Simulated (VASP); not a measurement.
# H2 in VASP: notebook

H2 is run at these levels: HSE06; tasks: single point.

All numbers are computed with VASP 6.6.1; they aren't measurements. Logs are shortened: lines on timing, memory, paths and dates and some standing lists are left out, and cuts for length are marked.

## 1. The cell of the first run

The cell holds a molecule in a box, 2 atoms: a = 10.000 Å, b = 10.000 Å, c = 10.000 Å, α = 90.00°, β = 90.00°, γ = 90.00°.

## 2. Single point, HSE06

POSCAR

```
H
1.0
   10.0000000000      0.0000000000      0.0000000000
    0.0000000000     10.0000000000      0.0000000000
    0.0000000000      0.0000000000     10.0000000000
H
2
Direct
    0.5000000000      0.5000000000      0.4690000000
    0.5000000000      0.5000000000      0.5310000000
```

INCAR.step1

```
SYSTEM = H
PREC     = Accurate       ! precision mode
ENCUT    = 400            ! plane-wave cutoff, eV
EDIFF    = 1E-5           ! SCF threshold, eV
ISMEAR   = 0              ! smearing method
SIGMA    = 0.02           ! smearing width, eV
LREAL    = .FALSE.        ! projectors in reciprocal space
LASPH    = .TRUE.         ! aspherical terms in the spheres
NELM     = 120            ! most SCF steps
ALGO     = Normal         ! electronic algorithm
ISIF     = 2              ! what is computed and relaxed
LWAVE    = .TRUE.         ! write WAVECAR
LCHARG   = .FALSE.        ! write CHGCAR
GGA      = PE             ! functional
NBANDS   = 8              ! bands
GGA_COMPAT= .FALSE.      
NELMDL   = -8
```

INCAR.step2

```
SYSTEM = H
PREC     = Accurate       ! precision mode
ENCUT    = 400            ! plane-wave cutoff, eV
EDIFF    = 1E-6           ! SCF threshold, eV
ISMEAR   = 0              ! smearing method
SIGMA    = 0.02           ! smearing width, eV
LREAL    = .FALSE.        ! projectors in reciprocal space
LASPH    = .TRUE.         ! aspherical terms in the spheres
NELM     = 120            ! most SCF steps
ALGO     = Normal         ! electronic algorithm
ISIF     = 2              ! what is computed and relaxed
LWAVE    = .FALSE.        ! write WAVECAR
LCHARG   = .FALSE.        ! write CHGCAR
GGA      = PE             ! functional
LHFCALC  = .TRUE.         ! exact exchange
HFSCREEN = 0.2079         ! screening, 1/A
PRECFOCK = Normal       
ISTART   = 1            
NBANDS   = 8              ! bands
GGA_COMPAT= .FALSE.
```

KPOINTS

```
Automatic mesh
0
G
  1 1 1
  0 0 0
```

Potentials or basis: VASP PAW PBE potentials, release 64 (H).

Launch:

```console
> cat potpaw_PBE.64/H/POTCAR > POTCAR
> cp INCAR.step1 INCAR
> mpirun -np 1 vasp_gam > vasp.out
> cp INCAR.step2 INCAR
> mpirun -np 1 vasp_gam > vasp.out
```

OUTCAR:

```text
SYSTEM = H
   PREC = Accurate
   ENCUT = 400
   EDIFF = 1E-6
   ISMEAR = 0
   LREAL = .FALSE.
   LASPH = .TRUE.
   NELM = 120
   ISIF = 2
   GGA = PE
   LHFCALC = .TRUE.
   HFSCREEN = 0.2079
   PRECFOCK = Normal
   ISTART = 1

 ion  position               nearest neighbor table
   1  0.500  0.500  0.469-   2 0.62
   2  0.500  0.500  0.531-   1 0.62

  LATTYP: Found a simple cubic cell.
 ALAT       =    10.0000000000

  Lattice vectors:

 A1 = (  10.0000000000,   0.0000000000,   0.0000000000)
 A2 = (   0.0000000000,  10.0000000000,   0.0000000000)
 A3 = (   0.0000000000,   0.0000000000,  10.0000000000)

Analysis of symmetry for initial positions (statically):
=====================================================================
 Subroutine PRICEL returns:
 Original cell was already a primitive cell.

 Routine SETGRP: Setting up the symmetry group for a
 simple cubic supercell.

 Subroutine GETGRP returns: Found 16 space group operations
 (whereof 16 operations were pure point group operations)
 out of a pool of 48 trial point group operations.

The static configuration has the point symmetry D_4h.

Analysis of symmetry for dynamics (positions and initial velocities):
=====================================================================
 Subroutine PRICEL returns:
 Original cell was already a primitive cell.

 Routine SETGRP: Setting up the symmetry group for a
 simple cubic supercell.

 Subroutine GETGRP returns: Found 16 space group operations
 (whereof 16 operations were pure point group operations)
 out of a pool of 48 trial point group operations.

The dynamic configuration has the point symmetry D_4h.

 Subroutine INISYM returns: Found 16 space group operations
 (whereof 16 operations are pure point group operations),
 and found     1 'primitive' translations

----------------------------------------------------------------------------------------

                                     Primitive cell

  volume of cell :    1000.0000

  direct lattice vectors                    reciprocal lattice vectors
    10.000000000  0.000000000  0.000000000     0.100000000  0.000000000  0.000000000
     0.000000000 10.000000000  0.000000000     0.000000000  0.100000000  0.000000000
     0.000000000  0.000000000 10.000000000     0.000000000  0.000000000  0.100000000

  length of vectors
    10.000000000 10.000000000 10.000000000     0.100000000  0.100000000  0.100000000

  position of ions in fractional coordinates (direct lattice)
     0.500000000  0.500000000  0.469000000
     0.500000000  0.500000000  0.531000000

  ion indices of the primitive-cell ions
   primitive index   ion index
                 1           1
                 2           2

----------------------------------------------------------------------------------------

 KPOINTS: Automatic mesh

Automatic generation of k-mesh.
 Grid dimensions read from file:
 generate k-points for:    1    1    1

 Generating k-lattice:

  Cartesian coordinates                     Fractional coordinates (reciprocal lattice)
     0.100000000  0.000000000  0.000000000     1.000000000  0.000000000  0.000000000
     0.000000000  0.100000000  0.000000000     0.000000000  1.000000000  0.000000000
     0.000000000  0.000000000  0.100000000     0.000000000  0.000000000  1.000000000

  Length of vectors
     0.100000000  0.100000000  0.100000000

  Shift w.r.t. Gamma in fractional coordinates (k-lattice)
     0.000000000  0.000000000  0.000000000

 Subroutine IBZKPT returns following result:
 ===========================================

 Found      1 irreducible k-points:

 Following reciprocal coordinates:
            Coordinates               Weight
  0.000000  0.000000  0.000000      1.000000
   k-points           NKPTS =      1   k-points in BZ     NKDIM =      1   number of bands    NBANDS=      8
   number of dos      NEDOS =    301   number of ions     NIONS =      2
   total plane-waves  NPLWV = 343000
   dimension x,y,z NGX =    70 NGY =   70 NGZ =   70
   dimension x,y,z NGXF=   140 NGYF=  140 NGZF=  140
   ions per type =               2
   NGX,Y,Z   is equivalent  to a cutoff of  11.64, 11.64, 11.64 a.u.
   NGXF,Y,Z  is equivalent  to a cutoff of  23.27, 23.27, 23.27 a.u.
 SYSTEM =  H
   PREC   = accura    normal or accurate (medium, high low for compatibility)
   ISTART =      1    job   : 0-new  1-cont  2-samecut
   ICHARG =      0    charge: 1-file 2-atom 10-const
   ISPIN  =      1    spin polarized calculation?
   LNONCOLLINEAR =      F non collinear calculations
   LSORBIT =      F    spin-orbit coupling
   LASPH  =      T    aspherical Exc in radial PAW
   ENCUT  =  400.0 eV  29.40 Ry    5.42 a.u.  16.31 16.31 16.31*2*pi/ulx,y,z
   NELM   =    120;   NELMIN=  2; NELMDL=  0     # of ELM steps
   EDIFF  = 0.1E-05   stopping-criterion for ELM
   LREAL  =      F    real-space projection
   EDIFFG = 0.1E-04   stopping-criterion for IOM
   NSW    =      0    number of steps for IOM
   IBRION =     -1    ionic relax: 0-MD 1-quasi-New 2-CG
   NFREE  =      0    steps in history (QN), initial steepest desc. (CG)
   ISIF   =      2    stress and relaxation
   ISYM   =      3    0-nonsym 1-usesym 2-fastsym
   POTIM  = 0.5000    time-step for ionic-motion
   TEBEG  =    0.0;   TEEND  =   0.0 temperature during run
   PSTRESS=    0.0 pullay stress
   NELECT =       2.0000    total number of electrons
   NUPDOWN=      -1.0000    fix difference up-down
   EMIN   =  10.00;   EMAX   =-10.00  energy-range for DOS
   EFERMI =   0.00;   METHOD = LEGACY
   ISMEAR =     0;   SIGMA  =   0.02  broadening in eV -4-tet -1-fermi 0-gaus
   EFERMI_NEDOS =   21; number of points for ismear=-14 and -15
   IALGO  =     38    algorithm
   IMIX   =      1    mixing-type and parameters
     AMIX     =   0.40;   BMIX     =  1.00
     AMIX_MAG =   1.60;   BMIX_MAG =  1.00
  volume/ion in A,a.u.               =     500.00      3374.17
  Fermi-wavevector in a.u.,A,eV,Ry     =   0.206261  0.389778  0.578844  0.042544
  Thomas-Fermi vector in A             =   0.968418
   LORBIT       =      0    0 simple, 1 ext, 2 COOP (PROOUT), +10 PAW based schemes
   GGA     = PE    functional components
   LHFCALC =     T    Hartree Fock is set to
   PRECFOCK=normal    Normal, Fast or Accurate (Low or Medium for compatibility)
   ENCUT4O =  -1.0   cutoff for four orbital integrals eV
   NKREDX  =     1    reduce k-point grid by
   NKREDY  =     1    reduce k-point grid by
   NKREDZ  =     1    reduce k-point grid by
   AEXX    =    0.2500 exact exchange contribution
   HFSCREEN=    0.2079 screening length (either q_TF or 0.3 A-1)
   HFSCREENC=   0.2079 screening length for correlation (either q_TF or 0.3 A-1)
   ENCUTFOCK=  -1.0 apply spherical cutoff to Coloumb kernel
   IVDW    =     0    specifies the selected vdW correction
   LEPSILON=     F    determine dielectric tensor
   LRPA    =     F    only Hartree local field effects (RPA)
 non-spin polarized calculation
 Gauss-broadening in eV      SIGMA  =   0.02
  energy-cutoff  :      400.00
  volume of cell :     1000.00
 maximum number of plane-waves:      9019
 NGX is ok and might be reduce to    70
  NGX = 50; NGY = 50; NGZ = 50

 number of electron       2.0000003 magnetization

 Free energy of the ion-electron system (eV)
  ---------------------------------------------------
  ext. energy  EPLUGINS =         0.00000000
  ---------------------------------------------------
  free energy    TOTEN  =        -7.43333501 eV

  energy without entropy =       -7.43333501  energy(sigma->0) =       -7.43333501

 E-fermi : -12.1895     XC(G=0):  -0.4213

 val. band max:      -12.3141580495   @ k =   0.0000   0.0000   0.0000
 cond. band min:      -0.2292385062   @ k =   0.0000   0.0000   0.0000
 fundamental gap:     12.0849195432
 Fermi energy:       -12.1895026917

 k-point     1 :       0.0000    0.0000    0.0000
  band No.  band energies     occupation
      1     -12.3142      2.00000
      2      -0.2292      0.00000
      3       0.8178      0.00000
      4       1.0202      0.00000
      5       1.0202      0.00000
      6       1.2659      0.00000
      7       1.2907      0.00000
      8       1.3467      0.00000

------------------------ aborting loop because EDIFF is reached ----------------------------------------

  FORCE on cell =-STRESS in cart. coord.  units (eV):
  Direction    XX          YY          ZZ          XY          YZ          ZX
  --------------------------------------------------------------------------------------
  -------------------------------------------------------------------------------------
  Total       -0.1322069     -0.1322069      4.2149559      0.0000000      0.0000000     -0.0000000
  in kB       -0.2118189     -0.2118189      6.7531068      0.0000000      0.0000000     -0.0000000
  external PRESSURE =       2.1098230 kB  Pullay stress =       0.0000000 kB

 VOLUME and BASIS-vectors are now :
 -----------------------------------------------------------------------------
  energy-cutoff  :      400.00
  volume of cell :     1000.00
      direct lattice vectors                 reciprocal lattice vectors
    10.000000000  0.000000000  0.000000000     0.100000000  0.000000000  0.000000000
     0.000000000 10.000000000  0.000000000     0.000000000  0.100000000  0.000000000
     0.000000000  0.000000000 10.000000000     0.000000000  0.000000000  0.100000000

 POSITION                                       TOTAL-FORCE (eV/Angst)
 -----------------------------------------------------------------------------------
      5.00000      5.00000      4.69000         0.000000      0.000000     -6.965987
      5.00000      5.00000      5.31000         0.000000      0.000000      6.965987
 -----------------------------------------------------------------------------------
    total drift:                                0.000000      0.000000     -0.000000

  FREE ENERGIE OF THE ION-ELECTRON SYSTEM (eV)
  ---------------------------------------------------
  free  energy   TOTEN  =        -7.4333350064 eV

  energy  without entropy=       -7.4333350064  energy(sigma->0) =       -7.43333501
```

It took 79 s on 1 thread of AMD EPYC 7R43 (Zen 3), shared host; peak memory 0.7 GiB.

Results:

```yaml
Free_energy: -7.4333 eV
Largest_force: 6.966 eV/Å
Gap_between_the_frontier_levels: 12.09 eV
```

Forces in eV/Å, atoms in the order of the input:
```
H    0.000  0.000 -6.966
H    0.000  0.000  6.966
```

Caveat: the PAW data sets were made with another functional, which shifts forces and pressure a little.

## 3. Single point, HSE06

POSCAR

```
H
1.0
   10.0000000000      0.0000000000      0.0000000000
    0.0000000000     10.0000000000      0.0000000000
    0.0000000000      0.0000000000     10.0000000000
H
2
Direct
    0.5000000000      0.5000000000      0.4670000000
    0.5000000000      0.5000000000      0.5330000000
```

INCAR.step1

```
SYSTEM = H
PREC = Accurate ; ENCUT = 400
EDIFF = 1E-5 ; ISMEAR = 0
SIGMA = 0.02 ; LREAL = .FALSE.
LASPH = .TRUE. ; NELM = 120
ALGO = Normal ; ISIF = 2
LWAVE = .TRUE. ; LCHARG = .FALSE.
GGA = PE ; NBANDS = 8
GGA_COMPAT = .FALSE. ; NELMDL = -8
```

INCAR.step2

```
SYSTEM = H
PREC = Accurate ; ENCUT = 400
EDIFF = 1E-6 ; ISMEAR = 0
SIGMA = 0.02 ; LREAL = .FALSE.
LASPH = .TRUE. ; NELM = 120
ALGO = Normal ; ISIF = 2
LWAVE = .FALSE. ; LCHARG = .FALSE.
GGA = PE ; LHFCALC = .TRUE.
HFSCREEN = 0.2079 ; PRECFOCK = Normal
ISTART = 1 ; NBANDS = 8
GGA_COMPAT = .FALSE.
```

KPOINTS is that of step 2.

Potentials or basis: VASP PAW PBE potentials, release 64 (H).

Launch:

```console
> cat potpaw_PBE.64/H/POTCAR > POTCAR
> cp INCAR.step1 INCAR
> mpirun -np 1 vasp_gam > vasp.out
> cp INCAR.step2 INCAR
> mpirun -np 1 vasp_gam > vasp.out
```

Wall time 76 s (1 thread of AMD EPYC 7R43 (Zen 3), shared host); peak memory 0.7 GiB.

Results (log left out):

```yaml
Free_energy: -7.6513 eV
Largest_force: 4.064 eV/Å
Gap_between_the_frontier_levels: 11.82 eV
```

Forces on the atoms (eV/Å):
```
H    0.000  0.000 -4.064
H    0.000  0.000  4.064
```

Levels at points of the mesh, in eV from the valence-band top:
```tsv
k point	band 1	band 2	band 3	band 4	band 5
(0.00, 0.00, 0.00)	0.00	11.82	12.81	13.06	13.06
```

Caveat: the PAW data sets were made with another functional, which shifts forces and pressure a little.
